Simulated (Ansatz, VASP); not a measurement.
One calculation of Mg2ZrH6, two programs

The input INCAR:

```
PREC = Accurate ; ENCUT = 600
EDIFF = 1E-7 ; ISMEAR = 0
SIGMA = 0.1 ; LREAL = F
LASPH = T ; NELM = 60
ALGO = Normal ; ISIF = 3
LWAVE = F ; LCHARG = F
GGA = PE ; IBRION = 2
NSW = 90 ; EDIFFG = -0.04
```

Contents of KPOINTS:

```
Automatic mesh
0
Gamma
  4 4 4
```

Contents of POSCAR:

```
Mg2ZrH6
1.0
    0.0000000000      4.3070101300      4.3070101300
    4.3070101300      0.0000000000      4.3070101300
    4.3070101300      4.3070101300      0.0000000000
Mg Zr H
2 1 6
Direct
    0.7500000000      0.7500000000      0.7500000000
    0.2500000000      0.2500000000      0.2500000000
    0.0000000000      0.0000000000      0.0000000000
    0.5000000000      0.0000000000      0.0000000000
    0.0000000000      0.5000000000      0.5000000000
    0.0000000000      0.5000000000      0.0000000000
    0.5000000000      0.0000000000      0.5000000000
    0.0000000000      0.0000000000      0.5000000000
    0.5000000000      0.5000000000      0.0000000000
```

Input for Ansatz:

```yaml
crystal:
  lattice:
    - [0.0, 4.30701013, 4.30701013]
    - [4.30701013, 0.0, 4.30701013]
    - [4.30701013, 4.30701013, 0.0]
  atoms:
    - { symbol: Mg, position: [0.75, 0.75, 0.75] }
    - { symbol: Mg, position: [0.25, 0.25, 0.25] }
    - { symbol: Zr, position: [0.0, 0.0, 0.0] }
    - { symbol: H, position: [0.5, 0.0, 0.0] }
    - { symbol: H, position: [0.0, 0.5, 0.5] }
    - { symbol: H, position: [0.0, 0.5, 0.0] }
    - { symbol: H, position: [0.5, 0.0, 0.5] }
    - { symbol: H, position: [0.0, 0.0, 0.5] }
    - { symbol: H, position: [0.5, 0.5, 0.0] }
basis:
  ecutwfc: 420
kpoints:
  mp_grid: { grid: [4, 4, 4] }
hamiltonian:
  xc: pbe
scf:
  occupations: { method: gaussian, width: 0.1 }
  lower_state_search: "off"
output:
  forces: true
  stress: true
  eigenvalues: true
relax:
  adjacent_minimum: "off"
  f_tol: 0.04
  max_steps: 70
  cell: { stress_tol: 0.4 }
```

Change from the starting cell: ordered vacancies on the A sites of perovskite (Fm-3m, No. 225).

Alike in both runs: task relaxation of cell and atoms; functional PBE; k mesh 4 × 4 × 4; occupations gaussian, width 0.1 eV; no spin polarisation.

```csv
,VASP,Ansatz
version,VASP 6.6.1,Ansatz 0.2.0
potentials or method,"VASP PAW PBE potentials, release 64 (Mg, Zr_sv, H), cutoff 600 eV","scalar-relativistic, plane waves, PAW"
valence electrons in the cell,22,38
```

Ansatz gave:

| Quantity | Value |
| --- | --- |
| gap on the k mesh at the Fermi level, each at its own relaxed structure (eV) | none |
| relaxed volume (Å³/atom) | 10.81 |
| relaxed cell length with the largest relative difference (Å) | 5.163 |

Problem. Which values does VASP return?

Solution. gap on the k mesh at the Fermi level, each at its own relaxed structure (eV): none; relaxed volume (Å³/atom): 10.83; relaxed cell length with the largest relative difference (Å): 5.165.

A gap of «none» marks a metal or a gap that the smearing closes. VASP's potentials hold 22 valence electrons a cell and Ansatz's 38, so a difference there can come from the potentials and not from the codes.

Noted on VASP's run: the volume moved by over 15 % at a fixed basis, so the end points are rough.
